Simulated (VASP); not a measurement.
Write the native input for VASP 6.6.1 that does the following.

```yaml
Task: single point
Functional: PBE
Potentials_or_basis: VASP PAW PBE potentials, release 64 (In_d, P)
Cutoff: 520 eV
k_mesh: 12 × 12 × 12
Occupations: fermi-dirac, width 0.05 eV
Spin: no spin polarisation
Dipole_correction: no
Further_INCAR_settings: ALGO = Normal; EDIFF = 1e-06; NBANDS = 16
```

The structure of InP lies in POSCAR:

```
InP
1.0
    0.0000000000      2.8875074498      3.0184150000
    2.8875074498      0.0000000000      3.0184150000
    2.8875074498      2.8875074498      0.0000000000
In P
1 1
Direct
    0.0000000000      0.0000000000      0.0000000000
    0.7500000000      0.7500000000      0.7500000000
```

This cell differs from its parent crystal: z stretched by +3 % at fixed volume.

One way to write it, as run:

INCAR

```
SYSTEM = InP
PREC = Accurate
ENCUT = 520
EDIFF = 1E-6
ISMEAR = -1
SIGMA = 0.05
LREAL = .FALSE.
LASPH = .TRUE.
NELM = 100
ALGO = Normal
ISIF = 2
LWAVE = .FALSE.
LCHARG = .FALSE.
GGA = PE
NBANDS = 16
```

KPOINTS

```
Automatic mesh
0
G
  12 12 12
  0 0 0
```

Potentials or basis: VASP PAW PBE potentials, release 64 (In_d, P).

The run is started by

```bash
$ cat potpaw_PBE.64/In_d/POTCAR potpaw_PBE.64/P/POTCAR > POTCAR
$ mpirun -np 1 vasp_std > vasp.out
```

It gave:

```yaml
Pressure: 3.2 GPa
Band_gap_on_the_k_mesh: 0.63 eV, direct
```

Caveat: spin-orbit coupling is left out, which moves the levels of the heavy elements.

It used 150 s of CPU time on 1 thread of AMD EPYC 7R13 Processor (Zen 3) (shared host).
